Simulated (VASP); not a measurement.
Write the native input for VASP 6.6.1 that does the following.

| Quantity | Value |
| --- | --- |
| Task | single point |
| Functional | PBEsol |
| Potentials or basis | VASP PAW PBE potentials, release 64 (K_sv, Mg, F) |
| Cutoff | 520 eV |
| k mesh | 6 × 6 × 6 |
| Occupations | gaussian, width 0.05 eV |
| Spin | no spin polarisation |
| Dipole correction | no |
| Further INCAR settings | ALGO = Normal; EDIFF = 1e-07; NBANDS = 24 |

The structure of KMgF3 lies in POSCAR:

```
KMgF3
1.0
    3.8663230000      0.0000000000      0.0000000000
    0.0000000000      3.8663230000      0.0000000000
    0.0000000000      0.0000000000      3.9859000000
K Mg F
1 1 3
Direct
    0.5000000000      0.5000000000      0.5000000000
    0.0000000000      0.0000000000      0.0000000000
    0.5000000000      0.0000000000      0.0000000000
    0.0000000000      0.5000000000      0.0000000000
    0.0000000000      0.0000000000      0.5000000000
```

This cell differs from its parent crystal: strain -0.030 along x and y, +0.000 along z.

These files were run (other wordings do the same):

INCAR

```
  PREC = Accurate
  ENCUT = 520
  EDIFF = 1E-7
  ISMEAR = 0
  SIGMA = 0.05
  LREAL = F
  LASPH = T
  NELM = 60
  ALGO = Normal
  ISIF = 2
  LWAVE = F
  LCHARG = F
  GGA = PS
  NBANDS = 24
```

KPOINTS

```
Automatic mesh
0
Gamma
  6 6 6
```

Potentials or basis: VASP PAW PBE potentials, release 64 (K_sv, Mg, F).

Launch:

```bash
$ cat potpaw_PBE.64/K_sv/POTCAR potpaw_PBE.64/Mg/POTCAR potpaw_PBE.64/F/POTCAR > POTCAR
$ mpirun -np 1 vasp_std > vasp.out
```

Results of the run:

The pressure is 5.2 GPa. The band gap on the k mesh is 7.56 eV (least direct gap 7.91 eV).

Caveat: the cell differs from its parent crystal (strain -0.030 along x and y, +0.000 along z); the cell stands under pressure; the PAW data sets were made with another functional, which shifts forces and pressure a little.

It took 61 s on 1 thread of Intel(R) Xeon(R) Platinum 8259CL CPU @ 2.50GHz (Skylake/Cascade Lake) (shared host), peak memory 0.2 GiB.
